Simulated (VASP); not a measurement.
# Ag (Fm-3m) in VASP: notebook

The runs below take Ag through single point, relaxation of cell and atoms, with LDA.

Program: VASP 6.6.1. These are calculated values, not measurements. Logs are shortened: lines on timing, memory, paths and dates and some standing lists are left out, and cuts for length are marked.

### 1 The cell of the first run

It takes space group Fm-3m (No. 225, cubic). Conventional cell: a = 4.002 Å, b = 4.002 Å, c = 4.002 Å, α = 90.00°, β = 90.00°, γ = 90.00°. Within 3.7 Å of Ag (site symmetry m-3m) lie 12 Ag at 2.83 Å.

### 2 Single point, LDA

Contents of INCAR:

```
  PREC = Accurate
  ENCUT = 520
  EDIFF = 1E-7
  ISMEAR = 0
  SIGMA = 0.05
  LREAL = F
  LASPH = T
  NELM = 100
  ALGO = Normal
  ISIF = 2
  LWAVE = F
  LCHARG = F
  NBANDS = 12
```

Contents of KPOINTS:

```
Automatic mesh
0
Gamma
  18 18 18
```

Contents of POSCAR:

```
Ag
1.0
    0.0000000000      2.0010756182      2.0010756182
    2.0010756182      0.0000000000      2.0010756182
    2.0010756182      2.0010756182      0.0000000000
Ag
1
Direct
    0.0000000000      0.0000000000      0.0000000000
```

Potentials or basis: VASP PAW LDA potentials, release 64 (Ag).

The run is started by

```bash
$ cat potpaw_LDA.64/Ag/POTCAR > POTCAR
$ mpirun -np 1 vasp_std > vasp.out
```

OUTCAR:

```text
PREC = Accurate
   ENCUT = 520
   EDIFF = 1E-7
   ISMEAR = 0
   LREAL = F
   LASPH = T
   NELM = 100
   ISIF = 2

 ion  position               nearest neighbor table
   1  0.000  0.000  0.000-

  LATTYP: Found a face centered cubic cell.
 ALAT       =     4.0021512364

  Lattice vectors:

 A1 = (   0.0000000000,   2.0010756182,   2.0010756182)
 A2 = (   2.0010756182,   0.0000000000,   2.0010756182)
 A3 = (   2.0010756182,   2.0010756182,   0.0000000000)

Analysis of symmetry for initial positions (statically):
=====================================================================
 Subroutine PRICEL returns:
 Original cell was already a primitive cell.

 Routine SETGRP: Setting up the symmetry group for a
 face centered cubic supercell.

 Subroutine GETGRP returns: Found 48 space group operations
 (whereof 48 operations were pure point group operations)
 out of a pool of 48 trial point group operations.

The static configuration has the point symmetry O_h .

Analysis of symmetry for dynamics (positions and initial velocities):
=====================================================================
 Subroutine PRICEL returns:
 Original cell was already a primitive cell.

 Routine SETGRP: Setting up the symmetry group for a
 face centered cubic supercell.

 Subroutine GETGRP returns: Found 48 space group operations
 (whereof 48 operations were pure point group operations)
 out of a pool of 48 trial point group operations.

The dynamic configuration has the point symmetry O_h .

 Subroutine INISYM returns: Found 48 space group operations
 (whereof 48 operations are pure point group operations),
 and found     1 'primitive' translations

----------------------------------------------------------------------------------------

                                     Primitive cell

  volume of cell :      16.0258

  direct lattice vectors                    reciprocal lattice vectors
     0.000000000  2.001075618  2.001075618    -0.249865620  0.249865620  0.249865620
     2.001075618  0.000000000  2.001075618     0.249865620 -0.249865620  0.249865620
     2.001075618  2.001075618  0.000000000     0.249865620  0.249865620 -0.249865620

  length of vectors
     2.829948279  2.829948279  2.829948279     0.432779949  0.432779949  0.432779949

  position of ions in fractional coordinates (direct lattice)
     0.000000000  0.000000000  0.000000000

  ion indices of the primitive-cell ions
   primitive index   ion index
                 1           1

----------------------------------------------------------------------------------------

 KPOINTS: Automatic mesh

Automatic generation of k-mesh.
 Grid dimensions read from file:
 generate k-points for:   18   18   18

 Generating k-lattice:

  Cartesian coordinates                     Fractional coordinates (reciprocal lattice)
    -0.013881423  0.013881423  0.013881423     0.055555556  0.000000000  0.000000000
     0.013881423 -0.013881423  0.013881423     0.000000000  0.055555556  0.000000000
     0.013881423  0.013881423 -0.013881423     0.000000000  0.000000000  0.055555556

  Length of vectors
     0.024043330  0.024043330  0.024043330

  Shift w.r.t. Gamma in fractional coordinates (k-lattice)
     0.000000000  0.000000000  0.000000000

 Subroutine IBZKPT returns following result:
 ===========================================

 Found    195 irreducible k-points:

 Following reciprocal coordinates:
            Coordinates               Weight
  0.000000  0.000000  0.000000      1.000000
  0.055556  0.000000  0.000000      8.000000
  0.111111  0.000000  0.000000      8.000000
  0.166667  0.000000  0.000000      8.000000
  0.222222  0.000000  0.000000      8.000000
  0.277778  0.000000  0.000000      8.000000
[... 16 lines left out ...]
 -0.277778  0.055556  0.000000     24.000000
 -0.222222  0.055556  0.000000     24.000000
 [... further k-points ...]
   k-points           NKPTS =    195   k-points in BZ     NKDIM =    195   number of bands    NBANDS=     12
   number of dos      NEDOS =    301   number of ions     NIONS =      1
   total plane-waves  NPLWV =  13824
   dimension x,y,z NGX =    24 NGY =   24 NGZ =   24
   dimension x,y,z NGXF=    48 NGYF=   48 NGZF=   48
   ions per type =               1
   NGX,Y,Z   is equivalent  to a cutoff of  14.10, 14.10, 14.10 a.u.
   NGXF,Y,Z  is equivalent  to a cutoff of  28.20, 28.20, 28.20 a.u.
 SYSTEM =  unknown system
   PREC   = accura    normal or accurate (medium, high low for compatibility)
   ISTART =      0    job   : 0-new  1-cont  2-samecut
   ICHARG =      2    charge: 1-file 2-atom 10-const
   ISPIN  =      1    spin polarized calculation?
   LNONCOLLINEAR =      F non collinear calculations
   LSORBIT =      F    spin-orbit coupling
   LASPH  =      T    aspherical Exc in radial PAW
   ENCUT  =  520.0 eV  38.22 Ry    6.18 a.u.   5.26  5.26  5.26*2*pi/ulx,y,z
   NELM   =    100;   NELMIN=  2; NELMDL= -5     # of ELM steps
   EDIFF  = 0.1E-06   stopping-criterion for ELM
   LREAL  =      F    real-space projection
   EDIFFG = 0.1E-05   stopping-criterion for IOM
   NSW    =      0    number of steps for IOM
   IBRION =     -1    ionic relax: 0-MD 1-quasi-New 2-CG
   NFREE  =      0    steps in history (QN), initial steepest desc. (CG)
   ISIF   =      2    stress and relaxation
   ISYM   =      2    0-nonsym 1-usesym 2-fastsym
   POTIM  = 0.5000    time-step for ionic-motion
   TEBEG  =    0.0;   TEEND  =   0.0 temperature during run
   PSTRESS=    0.0 pullay stress
   NELECT =      11.0000    total number of electrons
   NUPDOWN=      -1.0000    fix difference up-down
   EMIN   =  10.00;   EMAX   =-10.00  energy-range for DOS
   EFERMI =   0.00;   METHOD = LEGACY
   ISMEAR =     0;   SIGMA  =   0.05  broadening in eV -4-tet -1-fermi 0-gaus
   EFERMI_NEDOS =   21; number of points for ismear=-14 and -15
   IALGO  =     38    algorithm
   IMIX   =      4    mixing-type and parameters
     AMIX     =   0.40;   BMIX     =  1.00
     AMIX_MAG =   1.60;   BMIX_MAG =  1.00
  volume/ion in A,a.u.               =      16.03       108.15
  Fermi-wavevector in a.u.,A,eV,Ry     =   1.444105  2.728964 28.374140  2.085440
  Thomas-Fermi vector in A             =   2.562438
   LORBIT       =      0    0 simple, 1 ext, 2 COOP (PROOUT), +10 PAW based schemes
   GGA     = CA    functional components
   LHFCALC =     F    Hartree Fock is set to
   AEXX    =    0.0000 exact exchange contribution
   IVDW    =     0    specifies the selected vdW correction
   LEPSILON=     F    determine dielectric tensor
   LRPA    =     F    only Hartree local field effects (RPA)
 non-spin polarized calculation
 Gauss-broadening in eV      SIGMA  =   0.05
  energy-cutoff  :      520.00
  volume of cell :       16.03
 maximum number of plane-waves:       444
 NGX is ok and might be reduce to    24
   NGX = 11   NGY = 11   NGZ = 11

 number of electron      11.0000002 magnetization

 Free energy of the ion-electron system (eV)
  ---------------------------------------------------
  ext. energy  EPLUGINS =         0.00000000
  ---------------------------------------------------
  free energy    TOTEN  =        -3.78433852 eV

  energy without entropy =       -3.78394646  energy(sigma->0) =       -3.78414249

 E-fermi :   9.0041     XC(G=0): -12.9513

 val. band max:        8.9906318312   @ k =   0.5000   0.2778   0.1111
 cond. band min:       9.1830471846   @ k =   0.5000   0.1111   0.0000
 fundamental gap:      0.1924153534
 Fermi energy:         9.0041480863

 k-point     1 :       0.0000    0.0000    0.0000
  band No.  band energies     occupation
      1       0.7539      2.00000
      2       4.0426      2.00000
      3       4.0426      2.00000
      4       4.0426      2.00000
      5       5.2188      2.00000
      6       5.2188      2.00000
      7      25.1854      0.00000
      8      29.0614      0.00000
      9      29.0614      0.00000
     10      29.0614      0.00000
     11      34.2388      0.00000
     12      35.6597      0.00000

 k-point     2 :       0.0556    0.0000    0.0000
  band No.  band energies     occupation
      1       0.8558      2.00000
      2       4.0163      2.00000
      3       4.0728      2.00000
      4       4.0728      2.00000
      5       5.2065      2.00000
      6       5.2065      2.00000
      7      25.2323      0.00000
      8      28.2409      0.00000
      9      29.1247      0.00000
     10      29.1247      0.00000
     11      34.4348      0.00000
     12      35.4936      0.00000

 k-point     3 :       0.1111    0.0000    0.0000
  band No.  band energies     occupation
      1       1.1502      2.00000
      2       3.9542      2.00000
      3       4.1514      2.00000
      4       4.1514      2.00000
      5       5.1821      2.00000
      6       5.1821      2.00000
      7      25.1308      0.00000
      8      26.7589      0.00000
      9      29.2897      0.00000
     10      29.2897      0.00000
     11      33.5180      0.00000
     12      34.9609      0.00000

 k-point     4 :       0.1667    0.0000    0.0000
  band No.  band energies     occupation
      1       1.5915      2.00000
      2       3.9153      2.00000
      3       4.2392      2.00000
      4       4.2392      2.00000
      5       5.1850      2.00000
      6       5.1850      2.00000
      7      23.8051      0.00000
      8      26.1931      0.00000
      9      29.4733      0.00000
     10      29.4733      0.00000
     11      32.6489      0.00000
     12      34.1236      0.00000

 k-point     5 :       0.2222    0.0000    0.0000
  band No.  band energies     occupation
      1       2.0535      2.00000
      2       4.0420      2.00000
      3       4.2774      2.00000
      4       4.2774      2.00000
      5       5.2711      2.00000
      6       5.2711      2.00000
      7      21.7331      0.00000
      8      26.0414      0.00000
      9      29.5143      0.00000
     10      29.5143      0.00000
     11      32.4067      0.00000
     12      33.2815      0.00000
[... 228 lines left out ...]
      1       2.3630      2.00000
      2       4.0435      2.00000
      3       4.1094      2.00000
      4       5.7197      2.00000
      5       5.8729      2.00000
      6       7.4602      2.00000
      7      14.8420      0.00000
      8      24.6075      0.00000
      9      26.7976      0.00000
     10      28.1391      0.00000
     11      32.8228      0.00000
     12      33.0254      0.00000

 k-point    22 :      -0.3333    0.0556    0.0000
  band No.  band energies     occupation
      1       2.4234      2.00000
      2       4.1195      2.00000
      3       4.1785      2.00000
      4       5.3091      2.00000
      5       5.6326      2.00000
      6       6.4810      2.00000
      7      16.7729      0.00000
      8      24.9110      0.00000
      9      27.1601      0.00000
     10      29.1353      0.00000
     11      32.5523      0.00000
     12      32.6001      0.00000

 k-point    23 :      -0.2778    0.0556    0.0000
  band No.  band energies     occupation
      1       2.4333      2.00000
      2       4.1877      2.00000
      3       4.2605      2.00000
      4       4.6439      2.00000
      5       5.3728      2.00000
      6       5.8973      2.00000
      7      18.8891      0.00000
      8      25.2818      0.00000
      9      27.7074      0.00000
     10      30.3044      0.00000
     11      31.9168      0.00000
     12      32.2509      0.00000

 k-point    24 :      -0.2222    0.0556    0.0000
  band No.  band energies     occupation
      1       2.2562      2.00000
      2       4.0155      2.00000
      3       4.3177      2.00000
      4       4.3244      2.00000
      5       5.1578      2.00000
      6       5.5629      2.00000
      7      21.0739      0.00000
      8      25.6195      0.00000
      9      28.2595      0.00000
     10      31.0157      0.00000
     11      31.3610      0.00000
     12      32.4893      0.00000

 [... further k-points ...]

------------------------ aborting loop because EDIFF is reached ----------------------------------------

  FORCE on cell =-STRESS in cart. coord.  units (eV):
  Direction    XX          YY          ZZ          XY          YZ          ZX
  --------------------------------------------------------------------------------------
  -------------------------------------------------------------------------------------
  Total        0.0104934      0.0104934      0.0104934     -0.0000000      0.0000000     -0.0000000
  in kB        1.0490775      1.0490775      1.0490775     -0.0000000      0.0000000     -0.0000000
  external PRESSURE =       1.0490775 kB  Pullay stress =       0.0000000 kB

 VOLUME and BASIS-vectors are now :
 -----------------------------------------------------------------------------
  energy-cutoff  :      520.00
  volume of cell :       16.03
      direct lattice vectors                 reciprocal lattice vectors
     0.000000000  2.001075618  2.001075618    -0.249865620  0.249865620  0.249865620
     2.001075618  0.000000000  2.001075618     0.249865620 -0.249865620  0.249865620
     2.001075618  2.001075618  0.000000000     0.249865620  0.249865620 -0.249865620

 POSITION                                       TOTAL-FORCE (eV/Angst)
 -----------------------------------------------------------------------------------
      0.00000      0.00000      0.00000        -0.000000      0.000000      0.000000
 -----------------------------------------------------------------------------------
    total drift:                               -0.000000     -0.000000     -0.000000

  FREE ENERGIE OF THE ION-ELECTRON SYSTEM (eV)
  ---------------------------------------------------
  free  energy   TOTEN  =        -3.7843385202 eV

  energy  without entropy=       -3.7839464584  energy(sigma->0) =       -3.78414249
```

It took 25 s on 1 thread of Oxide Virtual Turin-like, shared host; peak memory 0.12 GiB.

Results:

* Free energy: -3.7843 eV
* Pressure: 0.1 GPa
* Band gap on the k mesh: zero (an odd number of electrons rules out a gap without spin polarisation)

Levels at points of the mesh, in eV from the Fermi level:
```tsv
k point	band 2	band 3	band 4	band 5	band 6	band 7	band 8	band 9	band 10	band 11
(0.00, 0.00, 0.00)	-4.96	-4.96	-4.96	-3.79	-3.79	16.18	20.06	20.06	20.06	25.23
(0.50, 0.00, 0.00)	-4.99	-4.99	-2.89	-2.89	-0.56	3.98	15.44	18.41	18.41	23.83
(0.50, 0.50, 0.00)	-6.64	-2.92	-2.66	-2.66	1.53	7.26	10.92	10.92	18.06	18.14
```

### 3 Relaxation of cell and atoms, LDA

This run uses another cell than the first one, of 17.05 Å³/atom.

Contents of INCAR:

```
PREC = Accurate
ENCUT = 600
EDIFF = 1E-6
ISMEAR = 0
SIGMA = 0.05
LREAL = F
LASPH = T
NELM = 80
ALGO = Normal
ISIF = 3
LWAVE = F
LCHARG = F
IBRION = 2
NSW = 50
EDIFFG = -0.01
```

KPOINTS is that of step 2.

Contents of POSCAR:

```
Ag
1.0
    0.0000000000      2.0427500000      2.0427500000
    2.0427500000      0.0000000000      2.0427500000
    2.0427500000      2.0427500000      0.0000000000
Ag
1
Direct
    0.0000000000      0.0000000000      0.0000000000
```

Potentials or basis: VASP PAW LDA potentials, release 64 (Ag).

The run is started by

```bash
$ cat potpaw_LDA.64/Ag/POTCAR > POTCAR
$ mpirun -np 1 vasp_std > vasp.out
```

OUTCAR:

```text
PREC = Accurate
   ENCUT = 600
   EDIFF = 1E-6
   ISMEAR = 0
   LREAL = F
   LASPH = T
   NELM = 80
   ISIF = 3
   IBRION = 2
   NSW = 50
   EDIFFG = -0.01

 ion  position               nearest neighbor table
   1  0.000  0.000  0.000-

  LATTYP: Found a face centered cubic cell.
 ALAT       =     4.0855000000

  Lattice vectors:

 A1 = (   0.0000000000,   2.0427500000,   2.0427500000)
 A2 = (   2.0427500000,   0.0000000000,   2.0427500000)
 A3 = (   2.0427500000,   2.0427500000,   0.0000000000)

Analysis of symmetry for initial positions (statically):
=====================================================================
 Subroutine PRICEL returns:
 Original cell was already a primitive cell.

 Routine SETGRP: Setting up the symmetry group for a
 face centered cubic supercell.
[... 251 lines left out ...]
 Fermi energy:         8.9824307941

 k-point     1 :       0.0000    0.0000    0.0000
  band No.  band energies     occupation
      1       0.7437      2.00000
      2       4.0269      2.00000
      3       4.0269      2.00000
      4       4.0269      2.00000
      5       5.2003      2.00000
      6       5.2003      2.00000
      7      25.1624      0.00000
      8      29.0301      0.00000
      9      29.0301      0.00000
[... 265 lines left out ...]
 k-point    24 :      -0.2222    0.0556    0.0000
  band No.  band energies     occupation
      1       2.2444      2.00000
      2       4.0004      2.00000
      3       4.3014      2.00000
      4       4.3083      2.00000
      5       5.1395      2.00000
      6       5.5437      2.00000
      7      21.0420      0.00000
      8      25.5919      0.00000
      9      28.2237      0.00000

 [... further k-points ...]

------------------------ aborting loop because EDIFF is reached ----------------------------------------

  FORCE on cell =-STRESS in cart. coord.  units (eV):
  Direction    XX          YY          ZZ          XY          YZ          ZX
  --------------------------------------------------------------------------------------
  -------------------------------------------------------------------------------------
  Total       -0.0063010     -0.0063010     -0.0063010     -0.0000000     -0.0000000     -0.0000000
  in kB       -0.6290741     -0.6290741     -0.6290741     -0.0000000     -0.0000000     -0.0000000
  external PRESSURE =      -0.6290741 kB  Pullay stress =       0.0000000 kB
[... 16 lines left out ...]
  FREE ENERGIE OF THE ION-ELECTRON SYSTEM (eV)
  ---------------------------------------------------
  free  energy   TOTEN  =        -3.7845624960 eV

  energy  without entropy=       -3.7841687650  energy(sigma->0) =       -3.78436563

 reached required accuracy - stopping structural energy minimisation
```

It took 45 s on 1 thread of Oxide Virtual Turin-like, shared host; peak memory 0.14 GiB.

What came out:

* Free energy: -3.7846 eV
* Relaxed volume: 16.05 Å³/atom
* Relaxed cell: a = 2.831 Å, b = 2.831 Å, c = 2.831 Å, α = 60.00°, β = 60.00°, γ = 60.00°
* Space group after relaxing (to 0.1 Å): Fm-3m (No. 225)
* Energy gained by relaxing: 24.0 meV/atom
* Ionic steps: 3
* Pressure after relaxing: -0.1 GPa
* Band gap on the k mesh: zero (an odd number of electrons rules out a gap without spin polarisation)

Step by step:
```
step  energy change (eV)  largest force (eV/Å)  pressure (GPa)  volume (Å³)
   1              0.0000                0.0000           -7.15        17.05
   2             -0.0046                0.0000            8.24        15.24
   3             -0.0240                0.0000           -0.06        16.05
```

Final structure:
```
Ag
1.0
     0.00000    2.00199    2.00199
     2.00199    0.00000    2.00199
     2.00199    2.00199    0.00000
Ag
1
Direct
  0.00000 0.00000 0.00000
```

LDA usually gives volumes a few per cent too small. Zero-point motion and thermal expansion aren't in these numbers.

The gap in the log of VASP goes by the Fermi energy; the results here count the filled bands.